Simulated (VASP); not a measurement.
# Ga4SnS7 (Pc) in VASP: single point with PBE

Aim: the single point of Ga4SnS7 with PBE.

All numbers are computed with VASP 6.6.1; they aren't measurements. Logs are shortened: lines on timing, memory, paths and dates and some standing lists are left out, and cuts for length are marked.

## Step 1: The cell of the first run

It takes space group Pc (No. 7, monoclinic). Conventional cell: a = 7.269 Å, b = 6.361 Å, c = 12.408 Å, α = 90.00°, β = 106.56°, γ = 90.00°. Within 3.0 Å of Ga (site symmetry 1) lie 4 S at 2.23 to 2.35 Å. Within 3.0 Å of Ga (site symmetry 1) lie 4 S at 2.26 to 2.33 Å. Within 3.0 Å of Ga (site symmetry 1) lie 4 S at 2.24 to 2.34 Å. Ga (site symmetry 1) has 4 S at 2.27 to 2.34 Å within 3.0 Å. Sn (site symmetry 1) has 5 S at 2.67 to 3.71 Å and 4 Ga at 3.51 to 3.79 Å within 3.8 Å. S (site symmetry 1) has 2 Ga at 2.27 Å and 1 Sn at 2.92 Å within 3.0 Å. Within 3.0 Å of S (site symmetry 1) lie 2 Ga at 2.30 Å and 1 Sn at 2.67 Å. Within 3.0 Å of S (site symmetry 1) lie 3 Ga at 2.30 to 2.35 Å.

## Step 2: Single point, PBE

The input, INCAR:

```
PREC     = Accurate       # precision mode
ENCUT    = 520            # plane-wave cutoff, eV
EDIFF    = 1E-6           # SCF threshold, eV
ISMEAR   = -1             # smearing method
SIGMA    = 0.02           # smearing width, eV
LREAL    = Auto         
LASPH    = T              # aspherical terms in the spheres
NELM     = 80             # most SCF steps
ALGO     = Normal         # electronic algorithm
ISIF     = 2              # what is computed and relaxed
LWAVE    = F              # write WAVECAR
LCHARG   = F              # write CHGCAR
GGA      = PE             # functional
NBANDS   = 126            # bands
KPAR     = 4
```

The input, KPOINTS:

```
regular mesh
0
Gamma
  4 5 3
```

The input, POSCAR:

```
Ga4SnS7
1.0
    7.2690000000      0.0000000000      0.0000000000
    0.0000000000      6.3610000000      0.0000000000
   -3.5356886885      0.0000000000     11.8935852247
Ga Sn S
8 2 14
Direct
    0.3762962473      0.4237093266      0.3308555050
    0.3762962473      0.5762906734      0.8308555050
    0.6327371850      0.9250920674      0.3246313898
    0.6327371850      0.0749079326      0.8246313898
    0.4995290590      0.7529450919      0.5655471726
    0.4995290590      0.2470549081      0.0655471726
    0.1251825770      0.9383431869      0.3218160121
    0.1251825770      0.0616568131      0.8218160121
    0.9742835274      0.6200200801      0.5190764064
    0.9742835274      0.3799799199      0.0190764064
    0.0835050736      0.2744005108      0.2578561357
    0.0835050736      0.7255994892      0.7578561357
    0.7362201511      0.9407278706      0.5181283361
    0.7362201511      0.0592721294      0.0181283361
    0.6118230305      0.2662475356      0.2616897187
    0.6118230305      0.7337524644      0.7616897187
    0.3408878674      0.7561341069      0.2476772973
    0.3408878674      0.2438658931      0.7476772973
    0.2166252223      0.9355949064      0.5159791167
    0.2166252223      0.0644050936      0.0159791167
    0.8581045686      0.7318432319      0.2761947352
    0.8581045686      0.2681567681      0.7761947352
    0.4966854908      0.4134238519      0.5175081746
    0.4966854908      0.5865761481      0.0175081746
```

Potentials or basis: VASP PAW PBE potentials, release 64 (Ga_d, Sn_d, S).

Started as:

```bash
> cat potpaw_PBE.64/Ga_d/POTCAR potpaw_PBE.64/Sn_d/POTCAR potpaw_PBE.64/S/POTCAR > POTCAR
> mpirun -np 4 vasp_std > vasp.out
```

OUTCAR:

```text
PREC = Accurate
   ENCUT = 520
   EDIFF = 1E-6
   ISMEAR = -1
   LREAL = Auto
   LASPH = T
   NELM = 80
   ISIF = 2
   GGA = PE

 ion  position               nearest neighbor table
   1  0.376  0.424  0.331-  23 2.23  11 2.27  17 2.33  15 2.35
   2  0.376  0.576  0.831-  24 2.23  12 2.27  18 2.33  16 2.35
   3  0.633  0.925  0.325-  21 2.26  15 2.30  13 2.30  17 2.33
   4  0.633  0.075  0.825-  22 2.26  16 2.30  14 2.30  18 2.33
   5  0.500  0.753  0.566-  23 2.24  19 2.29  13 2.30  16 2.34
   6  0.500  0.247  0.066-  24 2.24  20 2.29  14 2.30  15 2.34
   7  0.125  0.938  0.322-  11 2.27  21 2.28  19 2.31  17 2.34
   8  0.125  0.062  0.822-  12 2.27  22 2.28  20 2.31  18 2.34
   9  0.974  0.620  0.519-  13 2.67  19 2.68  12 2.92  21 2.98
  10  0.974  0.380  0.019-  14 2.67  20 2.68  11 2.92  22 2.98
  11  0.084  0.274  0.258-   1 2.27   7 2.27  10 2.92
  12  0.084  0.726  0.758-   2 2.27   8 2.27   9 2.92
  13  0.736  0.941  0.518-   5 2.30   3 2.30   9 2.67
  14  0.736  0.059  0.018-   6 2.30   4 2.30  10 2.67
  15  0.612  0.266  0.262-   3 2.30   6 2.34   1 2.35
  16  0.612  0.734  0.762-   4 2.30   5 2.34   2 2.35
  17  0.341  0.756  0.248-   3 2.33   1 2.33   7 2.34
  18  0.341  0.244  0.748-   4 2.33   2 2.33   8 2.34
  19  0.217  0.936  0.516-   5 2.29   7 2.31   9 2.68
  20  0.217  0.064  0.016-   6 2.29   8 2.31  10 2.68
  21  0.858  0.732  0.276-   3 2.26   7 2.28   9 2.98
  22  0.858  0.268  0.776-   4 2.26   8 2.28  10 2.98
  23  0.497  0.413  0.518-   1 2.23   5 2.24
  24  0.497  0.587  0.018-   2 2.23   6 2.24

  LATTYP: Found a simple monoclinic cell.
 ALAT       =     7.2690000000
 B/A-ratio  =     0.8750859816
 C/A-ratio  =     1.7069748246
 COS(beta)  =    -0.2849523443

  Lattice vectors:

 A1 = (   7.2690000000,   0.0000000000,   0.0000000000)
 A2 = (   0.0000000000,   6.3610000000,   0.0000000000)
 A3 = (  -3.5356886885,   0.0000000000,  11.8935852247)

Analysis of symmetry for initial positions (statically):
=====================================================================
 Subroutine PRICEL returns:
 Original cell was already a primitive cell.

 Routine SETGRP: Setting up the symmetry group for a
 simple monoclinic supercell.

 Subroutine GETGRP returns: Found  2 space group operations
 (whereof  1 operations were pure point group operations)
 out of a pool of  4 trial point group operations.

The static configuration has the point symmetry C_1 .
 The point group associated with its full space group is C_1h.

Analysis of symmetry for dynamics (positions and initial velocities):
=====================================================================
 Subroutine PRICEL returns:
 Original cell was already a primitive cell.

 Routine SETGRP: Setting up the symmetry group for a
 simple monoclinic supercell.

 Subroutine GETGRP returns: Found  2 space group operations
 (whereof  1 operations were pure point group operations)
 out of a pool of  4 trial point group operations.

The dynamic configuration has the point symmetry C_1 .
 The point group associated with its full space group is C_1h.

 Subroutine INISYM returns: Found  2 space group operations
 (whereof  1 operations are pure point group operations),
 and found     1 'primitive' translations

----------------------------------------------------------------------------------------

                                     Primitive cell

  volume of cell :     549.9369

  direct lattice vectors                    reciprocal lattice vectors
     7.269000000  0.000000000  0.000000000     0.137570505  0.000000000  0.040896540
     0.000000000  6.361000000  0.000000000     0.000000000  0.157207986  0.000000000
    -3.535688689  0.000000000 11.893585225     0.000000000  0.000000000  0.084078937

  length of vectors
     7.269000000  6.361000000 12.408000000     0.143520628  0.157207986  0.084078937

  position of ions in fractional coordinates (direct lattice)
     0.376296247  0.423709327  0.330855505
     0.376296247  0.576290673  0.830855505
     0.632737185  0.925092067  0.324631390
     0.632737185  0.074907933  0.824631390
     0.499529059  0.752945092  0.565547173
     0.499529059  0.247054908  0.065547173
[... 16 lines left out ...]
     0.496685491  0.413423852  0.517508175
     0.496685491  0.586576148  0.017508175

  ion indices of the primitive-cell ions
   primitive index   ion index
                 1           1
                 2           2
                 3           3
                 4           4
                 5           5
                 6           6
[... 16 lines left out ...]
                23          23
                24          24

----------------------------------------------------------------------------------------

 KPOINTS: regular mesh

Automatic generation of k-mesh.
 Grid dimensions read from file:
 generate k-points for:    4    5    3

 Generating k-lattice:

  Cartesian coordinates                     Fractional coordinates (reciprocal lattice)
     0.034392626  0.000000000  0.010224135     0.250000000  0.000000000 -0.000000000
     0.000000000  0.031441597  0.000000000     0.000000000  0.200000000  0.000000000
     0.000000000  0.000000000  0.028026312     0.000000000  0.000000000  0.333333333

  Length of vectors
     0.035880157  0.031441597  0.028026312

  Shift w.r.t. Gamma in fractional coordinates (k-lattice)
     0.000000000  0.000000000  0.000000000

 Subroutine IBZKPT returns following result:
 ===========================================

 Found     21 irreducible k-points:

 Following reciprocal coordinates:
            Coordinates               Weight
  0.000000  0.000000  0.000000      1.000000
  0.250000  0.000000  0.000000      2.000000
  0.500000  0.000000  0.000000      1.000000
  0.000000  0.200000  0.000000      2.000000
  0.250000  0.200000  0.000000      4.000000
  0.500000  0.200000  0.000000      2.000000
[... 13 lines left out ...]
  0.500000  0.400000  0.333333      4.000000
 -0.250000  0.400000  0.333333      4.000000
   k-points           NKPTS =     21   k-points in BZ     NKDIM =     21   number of bands    NBANDS=    126
   number of dos      NEDOS =    301   number of ions     NIONS =     24
   total plane-waves  NPLWV = 248832
   dimension x,y,z NGX =    54 NGY =   48 NGZ =   96
   dimension x,y,z NGXF=   108 NGYF=   96 NGZF=  192
   ions per type =               8   2  14
   NGX,Y,Z   is equivalent  to a cutoff of  12.35, 12.54, 12.86 a.u.
   NGXF,Y,Z  is equivalent  to a cutoff of  24.70, 25.09, 25.72 a.u.
 SYSTEM =  unknown system
   PREC   = accura    normal or accurate (medium, high low for compatibility)
   ISTART =      0    job   : 0-new  1-cont  2-samecut
   ICHARG =      2    charge: 1-file 2-atom 10-const
   ISPIN  =      1    spin polarized calculation?
   LNONCOLLINEAR =      F non collinear calculations
   LSORBIT =      F    spin-orbit coupling
   LASPH  =      T    aspherical Exc in radial PAW
   ENCUT  =  520.0 eV  38.22 Ry    6.18 a.u.  13.52 11.83 23.07*2*pi/ulx,y,z
   NELM   =     80;   NELMIN=  2; NELMDL= -5     # of ELM steps
   EDIFF  = 0.1E-05   stopping-criterion for ELM
   LREAL  =      T    real-space projection
   EDIFFG = 0.1E-04   stopping-criterion for IOM
   NSW    =      0    number of steps for IOM
   IBRION =     -1    ionic relax: 0-MD 1-quasi-New 2-CG
   NFREE  =      0    steps in history (QN), initial steepest desc. (CG)
   ISIF   =      2    stress and relaxation
   ISYM   =      2    0-nonsym 1-usesym 2-fastsym
   POTIM  = 0.5000    time-step for ionic-motion
   TEBEG  =    0.0;   TEEND  =   0.0 temperature during run
   PSTRESS=    0.0 pullay stress
   NELECT =     216.0000    total number of electrons
   NUPDOWN=      -1.0000    fix difference up-down
   EMIN   =  10.00;   EMAX   =-10.00  energy-range for DOS
   EFERMI =   0.00;   METHOD = LEGACY
   ISMEAR =    -1;   SIGMA  =   0.02  broadening in eV -4-tet -1-fermi 0-gaus
   EFERMI_NEDOS =   21; number of points for ismear=-14 and -15
   IALGO  =     38    algorithm
   IMIX   =      4    mixing-type and parameters
     AMIX     =   0.40;   BMIX     =  1.00
     AMIX_MAG =   1.60;   BMIX_MAG =  1.00
  volume/ion in A,a.u.               =      22.91       154.63
  Fermi-wavevector in a.u.,A,eV,Ry     =   1.198915  2.265621 19.556982  1.437398
  Thomas-Fermi vector in A             =   2.334792
   LORBIT       =      0    0 simple, 1 ext, 2 COOP (PROOUT), +10 PAW based schemes
   GGA     = PE    functional components
   LHFCALC =     F    Hartree Fock is set to
   AEXX    =    0.0000 exact exchange contribution
   IVDW    =     0    specifies the selected vdW correction
   LEPSILON=     F    determine dielectric tensor
   LRPA    =     F    only Hartree local field effects (RPA)
 non-spin polarized calculation
  energy-cutoff  :      520.00
  volume of cell :      549.94
 maximum number of plane-waves:     14827
   NGX = 27   NGY = 23   NGZ = 47

 number of electron     216.0000004 magnetization

 Free energy of the ion-electron system (eV)
  ---------------------------------------------------
  ext. energy  EPLUGINS =         0.00000000
  ---------------------------------------------------
  free energy    TOTEN  =      -104.05136448 eV

  energy without entropy =     -104.05136448  energy(sigma->0) =     -104.05136448

 E-fermi :   3.6756     XC(G=0):  -9.2433

 val. band max:        3.2355544780   @ k =   0.5000   0.0000   0.0000
 cond. band min:       5.5555386384   @ k =   0.0000   0.0000   0.0000
 fundamental gap:      2.3199841604
 Fermi energy:         3.6756335289

 k-point     1 :       0.0000    0.0000    0.0000
  band No.  band energies     occupation
      1     -17.3510      2.00000
      2     -17.3508      2.00000
      3     -17.3489      2.00000
      4     -17.3489      2.00000
      5     -17.3165      2.00000
      6     -17.3165      2.00000
[... 112 lines left out ...]
    119       7.1802      0.00000
    120       7.1966      0.00000

 k-point     2 :       0.2500    0.0000    0.0000
  band No.  band energies     occupation
      1     -17.3509      2.00000
      2     -17.3508      2.00000
      3     -17.3489      2.00000
      4     -17.3489      2.00000
      5     -17.3165      2.00000
      6     -17.3165      2.00000
[... 2333 lines left out ...]
      3     -17.3489      2.00000
      4     -17.3489      2.00000
      5     -17.3166      2.00000
      6     -17.3166      2.00000
[... 112 lines left out ...]
    119       7.1395      0.00000
    120       7.3062      0.00000
 [bands above 120 left out]

------------------------ aborting loop because EDIFF is reached ----------------------------------------

  FORCE on cell =-STRESS in cart. coord.  units (eV):
  Direction    XX          YY          ZZ          XY          YZ          ZX
  --------------------------------------------------------------------------------------
  -------------------------------------------------------------------------------------
  Total        6.2133476      6.5190721      6.7193066      0.0000000      0.0000000     -0.2255168
  in kB       18.1018673     18.9925602     19.5759204      0.0000000      0.0000000     -0.6570169
  external PRESSURE =      18.8901160 kB  Pullay stress =       0.0000000 kB

 VOLUME and BASIS-vectors are now :
 -----------------------------------------------------------------------------
  energy-cutoff  :      520.00
  volume of cell :      549.94
      direct lattice vectors                 reciprocal lattice vectors
     7.269000000  0.000000000  0.000000000     0.137570505  0.000000000  0.040896540
     0.000000000  6.361000000  0.000000000     0.000000000  0.157207986  0.000000000
    -3.535688689  0.000000000 11.893585225     0.000000000  0.000000000  0.084078937

 POSITION                                       TOTAL-FORCE (eV/Angst)
 -----------------------------------------------------------------------------------
      1.56550      2.69522      3.93506        -0.011872     -0.014879      0.001049
     -0.20235      3.66578      9.88185        -0.011872      0.014879      0.001049
      3.45157      5.88451      3.86103        -0.008568      0.007533      0.001811
      1.68373      0.47649      9.80782        -0.008568     -0.007533      0.001811
      1.63148      4.78948      6.72638        -0.018712     -0.018430     -0.012082
      3.39932      1.57152      0.77959        -0.018712      0.018430     -0.012082
[... 16 lines left out ...]
      1.78066      2.62979      6.15503         0.016360      0.023498      0.000212
      3.54850      3.73121      0.20823         0.016360     -0.023498      0.000212
 -----------------------------------------------------------------------------------
    total drift:                               -0.007000     -0.000000     -0.011810

  FREE ENERGIE OF THE ION-ELECTRON SYSTEM (eV)
  ---------------------------------------------------
  free  energy   TOTEN  =      -104.0513644784 eV

  energy  without entropy=     -104.0513644784  energy(sigma->0) =     -104.05136448
```

Wall time 34 min (4 MPI ranks of AMD EPYC 7R43 (Zen 3), shared host); peak memory 1.1 GiB.

Results:

```yaml
Free_energy: -104.0514 eV
Pressure: 1.9 GPa
Largest_force: 0.029 eV/Å
Band_gap_on_the_k_mesh: 2.32 eV (least direct gap 2.55 eV)
```

Forces on the atoms (eV/Å):
```
Ga  -0.012 -0.015  0.001
Ga  -0.012  0.015  0.001
Ga  -0.009  0.008  0.002
Ga  -0.009 -0.008  0.002
Ga  -0.019 -0.018 -0.012
Ga  -0.019  0.018 -0.012
Ga   0.006 -0.006  0.004
Ga   0.006  0.006  0.004
Sn  -0.005 -0.028 -0.009
Sn  -0.005  0.028 -0.009
S    0.016  0.000  0.021
S    0.016  0.000  0.021
S   -0.004  0.009 -0.013
S   -0.004 -0.009 -0.013
S   -0.004 -0.005  0.004
S   -0.004  0.005  0.004
S   -0.001  0.013  0.005
S   -0.001 -0.013  0.005
S    0.014  0.003 -0.012
S    0.014 -0.003 -0.012
S    0.001  0.009  0.010
S    0.001 -0.009  0.010
S    0.016  0.023  0.000
S    0.016 -0.023  0.000
```

Levels at points of the mesh, in eV from the valence-band top:
```csv
k point,band 104,band 105,band 106,band 107,band 108,band 109,band 110,band 111,band 112,band 113
"(0.00, 0.00, 0.00)",-0.62,-0.45,-0.37,-0.24,-0.23,2.32,2.55,2.73,2.98,3.21
"(0.50, 0.00, 0.00)",-0.67,-0.63,-0.52,-0.11,0.00,2.83,3.01,3.18,3.34,3.51
```

Caveat: spin-orbit coupling is left out, which moves the levels of the heavy elements.
